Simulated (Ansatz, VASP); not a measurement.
## Two plane-wave programs on ZrO2

Contents of INCAR:

```
  PREC = Accurate
  ENCUT = 600
  EDIFF = 1E-7
  ISMEAR = 0
  SIGMA = 0.02
  LREAL = F
  LASPH = T
  NELM = 120
  ALGO = Normal
  ISIF = 3
  LWAVE = F
  LCHARG = F
  GGA = PE
  IVDW = 12
  IBRION = 2
  NSW = 100
  EDIFFG = -0.01
  GGA_COMPAT = F
  NELMIN = 4
```

The input KPOINTS:

```
Automatic mesh
0
Gamma
  8 8 8
```

The input POSCAR:

```
ZrO2
1.0
    0.0000000000      2.5432263482      2.5432263482
    2.5432263482      0.0000000000      2.5432263482
    2.5432263482      2.5432263482      0.0000000000
Zr O
1 2
Direct
    0.5000000000      0.5000000000      0.5000000000
    0.7500000000      0.7500000000      0.7500000000
    0.2500000000      0.2500000000      0.2500000000
```

Input for Ansatz:

```yaml
crystal:
  lattice:
    - [0.0, 2.5432263482, 2.5432263482]
    - [2.5432263482, 0.0, 2.5432263482]
    - [2.5432263482, 2.5432263482, 0.0]
  atoms:
    - { symbol: Zr, position: [0.5, 0.5, 0.5] }
    - { symbol: O, position: [0.75, 0.75, 0.75] }
    - { symbol: O, position: [0.25, 0.25, 0.25] }
basis:
  ecutwfc: 420
kpoints:
  mp_grid: { grid: [8, 8, 8] }
hamiltonian:
  xc: pbe
  dispersion: d3bj
scf:
  occupations: { method: gaussian, width: 0.02 }
output:
  forces: true
  stress: true
  eigenvalues: true
relax:
  adjacent_minimum: "off"
  f_tol: 0.01
  max_steps: 80
  cell: { stress_tol: 0.05 }
```

Alike in both runs: task relaxation of cell and atoms; functional PBE; dispersion D3(BJ); k mesh 8 × 8 × 8; occupations gaussian, width 0.02 eV; no spin polarisation.

```csv
,VASP,Ansatz
version,VASP 6.6.1,Ansatz 0.2.0
potentials or method,"VASP PAW PBE potentials, release 64 (Zr_sv, O), cutoff 600 eV","scalar-relativistic, plane waves, PAW"
valence electrons in the cell,24,24
```

Ansatz gave:

- gap on the k mesh at the Fermi level, each at its own relaxed structure (eV): 3.36
- relaxed volume (Å³/atom): 10.97
- relaxed cell length with the largest relative difference (Å): 3.598

Problem. Estimate VASP's values.

Solution. gap on the k mesh at the Fermi level, each at its own relaxed structure (eV): 3.36; relaxed volume (Å³/atom): 10.98; relaxed cell length with the largest relative difference (Å): 3.598.
